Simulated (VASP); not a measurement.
Input of a VASP 6.6.1 run:

INCAR

```
SYSTEM = CdHg3Se4
PREC = Accurate
ENCUT = 520
EDIFF = 1E-6
ISMEAR = 0
SIGMA = 0.1
LREAL = .False.
LASPH = .True.
NELM = 100
ALGO = Fast
ISIF = 2
LWAVE = .False.
LCHARG = .True.
GGA = PE
LELF = .True.
LVHAR = .True.
NBANDS = 46
```

Contents of KPOINTS:

```
regular mesh
0
Gamma
  8 8 4
  0 0 0
```

The input POSCAR:

```
CdHg3Se4
1.0
    4.4198559504      0.0000000000      0.0000000000
    0.0000000000      4.4198559504      0.0000000000
    0.0000000000      0.0000000000     12.4648034389
Cd Hg Se
1 3 4
Direct
    0.0000000000      0.0000000000      0.0000000000
    0.5000000000      0.5000000000      0.7514151957
    0.0000000000      0.0000000000      0.5000000000
    0.5000000000      0.5000000000      0.2485848043
    0.5000000000      0.0000000000      0.8773528895
    0.0000000000      0.5000000000      0.6257109190
    0.5000000000      0.0000000000      0.3742890810
    0.0000000000      0.5000000000      0.1226471105
```

Potentials or basis: VASP PAW PBE potentials, release 64 (Cd, Hg, Se).

Launch:

```sh
$ cat potpaw_PBE.64/Cd/POTCAR potpaw_PBE.64/Hg/POTCAR potpaw_PBE.64/Se/POTCAR > POTCAR
$ mpirun -np 1 vasp_std > vasp.out
```

Problem. Estimate the pressure.

Solution. 0.2 GPa.

Problem. Estimate the band gap on the k mesh.

Solution. Zero (filled and empty bands touch).

Caveat: semilocal functionals underestimate gaps, and a narrow one can read as zero; spin-orbit coupling is left out, which moves the levels of the heavy elements.
